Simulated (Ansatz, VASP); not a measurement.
**Two plane-wave programs on Mo**

```
Mo
1.0
     0.00000    2.00142    2.00142
     2.00142    0.00000    2.00142
     2.00142    2.00142    0.00000
Mo
1
Cartesian
  0.0000 0.0000 0.0000
```

Alike in both runs: task single point; functional PBE; k mesh 8 × 8 × 8; occupations gaussian, width 0.05 eV; no spin polarisation.

|  | VASP | Ansatz |
| --- | --- | --- |
| version | VASP 6.6.1 | Ansatz 0.2.0 |
| potentials or method | VASP PAW PBE potentials, release 64 (Mo_sv), cutoff 500 eV | scalar-relativistic, plane waves, PAW |
| valence electrons in the cell | 14 | 14 |

|  | VASP | Ansatz | Ansatz less VASP |
| --- | --- | --- | --- |
| gap on the k mesh at the Fermi level (eV) | none | none | - |
| pressure (GPa) | 0.6 | 0.1 | -0.45 |

A gap of «none» marks a metal or a gap that the smearing closes. The functional is the same, so the differences come from potentials, cutoffs and numerics.
